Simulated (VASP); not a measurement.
**K3SF: single point with HSE06**

K3SF:

```
F S K
1.0
     5.93181    0.00000    0.00000
     0.00000    5.93181    0.00000
     0.00000    0.00000    5.93181
F S K
1 1 3
Direct
  0.00000 0.00000 0.00000
  0.50000 0.50000 0.50000
  0.50000 0.50000 0.00000
  0.50000 0.00000 0.50000
  0.00000 0.50000 0.50000
```

```json
{
  "Program": "VASP 6.6.1",
  "Task": "single point",
  "Functional": "HSE06",
  "Potentials or basis": "VASP PAW PBE potentials, release 64 (F, S, K_sv)",
  "Cutoff": "520 eV",
  "k mesh": "2 × 2 × 2",
  "Occupations": "gaussian, width 0.01 eV",
  "Spin": "no spin polarisation",
  "Dipole correction": "no",
  "Grid for exact exchange (PRECFOCK)": "Fast",
  "Further INCAR settings": "ALGO = Normal; EDIFF = 1e-06; NBANDS = 28",
  "Share of exact exchange": "0.25",
  "Screening parameter": "0.2079 1/Å"
}
```

| Property | Result |
| --- | --- |
| Pressure | 0.1 GPa |
| Band gap on the k mesh | 2.85 eV |

Levels at points of the mesh, in eV from the valence-band top:
| k point | band 17 | band 18 | band 19 | band 20 | band 21 | band 22 | band 23 | band 24 |
| --- | --- | --- | --- | --- | --- | --- | --- | --- |
| (0.00, 0.00, 0.00) | -1.40 | 0.00 | 0.00 | 0.00 | 2.85 | 5.58 | 5.58 | 6.21 |
| (0.50, 0.00, 0.00) | -1.40 | -0.75 | -0.07 | -0.07 | 4.22 | 4.34 | 6.35 | 6.35 |
| (0.50, 0.50, 0.00) | -1.40 | -0.75 | -0.75 | -0.13 | 4.93 | 5.36 | 5.36 | 5.86 |
| (0.50, 0.50, 0.50) | -1.42 | -0.84 | -0.84 | -0.84 | 5.77 | 5.77 | 5.77 | 5.77 |

Run time: 100 s on 1 thread of Intel(R) Xeon(R) Platinum 8488C (Sapphire Rapids), on a shared host, peak memory 0.42 GiB.

Caveat: the k points lie up to 0.53 Å⁻¹ apart; the PAW data sets were made with another functional, which shifts forces and pressure a little.
